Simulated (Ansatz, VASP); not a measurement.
**B3F2: VASP beside Ansatz**

```
B F
1.0
     2.55920    0.00000    0.00000
    -1.27960    2.21634    0.00000
     0.00000    0.00000   22.08349
B F
6 4
Direct
  0.00000 0.00000 0.25000
  0.00000 0.00000 0.75000
  0.33333 0.66667 0.02241
  0.66667 0.33333 0.52241
  0.33333 0.66667 0.47759
  0.66667 0.33333 0.97759
  0.33333 0.66667 0.08239
  0.66667 0.33333 0.58239
  0.33333 0.66667 0.41761
  0.66667 0.33333 0.91761
```

Change from the starting cell: species swapped into the Sn3Pt2 type (P6_3/mmc, No. 194).

Alike in both runs: functional PBE; k mesh 18 × 18 × 2; occupations gaussian, width 0.1 eV; no spin polarisation.

Ansatz relaxed the structure, and its values are those at the end. VASP's run is a single point on that final structure, the one shown.

|  | VASP | Ansatz |
| --- | --- | --- |
| version | VASP 6.6.1 | Ansatz 0.2.0 |
| potentials or method | VASP PAW PBE potentials, release 64 (B, F), cutoff 520 eV | scalar-relativistic, plane waves, PAW |
| valence electrons in the cell | 46 | 46 |

```tsv
	VASP	Ansatz	Ansatz less VASP
gap on the k mesh at the Fermi level (eV)	none	none	-
pressure (GPa)	0.4	0.0	-0.41
rms of the force components (eV/Å)	0.152	0.001	-0.1511
```

A gap of «none» marks a metal or a gap that the smearing closes. The functional is the same, so the differences come from potentials, cutoffs and numerics.
